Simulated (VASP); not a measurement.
Wanted: the native input for a VASP 6.6.1 run.

* Task: single point
* Functional: PBE
* Potentials or basis: VASP PAW PBE potentials, release 64 (Ti_sv, B)
* Cutoff: 520 eV
* k mesh: 15 × 15 × 14
* Occupations: gaussian, width 0.1 eV
* Spin: no spin polarisation
* Dipole correction: no
* Further INCAR settings: ALGO = Normal; EDIFF = 1e-06; NBANDS = 16

The structure of TiB2 lies in POSCAR:

```
TiB2
1.0
    3.0321444967      0.0000000000      0.0000000000
   -1.5160722483      2.6259141621      0.0000000000
    0.0000000000      0.0000000000      3.2233859791
Ti B
1 2
Direct
    0.0000000000      0.0000000000      0.0000000000
    0.3333333333      0.6666666667      0.5000000000
    0.6666666667      0.3333333333      0.5000000000
```

These files were run (other wordings do the same):

INCAR

```
SYSTEM = TiB2
PREC = Accurate
ENCUT = 520
EDIFF = 1E-6
ISMEAR = 0
SIGMA = 0.1
LREAL = .FALSE.
LASPH = .TRUE.
NELM = 60
ALGO = Normal
ISIF = 2
LWAVE = .FALSE.
LCHARG = .FALSE.
GGA = PE
NBANDS = 16
```

KPOINTS

```
regular mesh
0
G
  15 15 14
  0 0 0
```

Potentials or basis: VASP PAW PBE potentials, release 64 (Ti_sv, B).

Command:

```sh
$ cat potpaw_PBE.64/Ti_sv/POTCAR potpaw_PBE.64/B/POTCAR > POTCAR
$ mpirun -np 1 vasp_std > vasp.out
```

Results of the run:

* Pressure: 0.2 GPa
* Band gap on the k mesh: zero (bands 9 and 10 overlap by 0.60 eV)

It took 87 s on 1 thread of Intel Xeon 8259CL (shared host), peak memory 0.21 GiB.
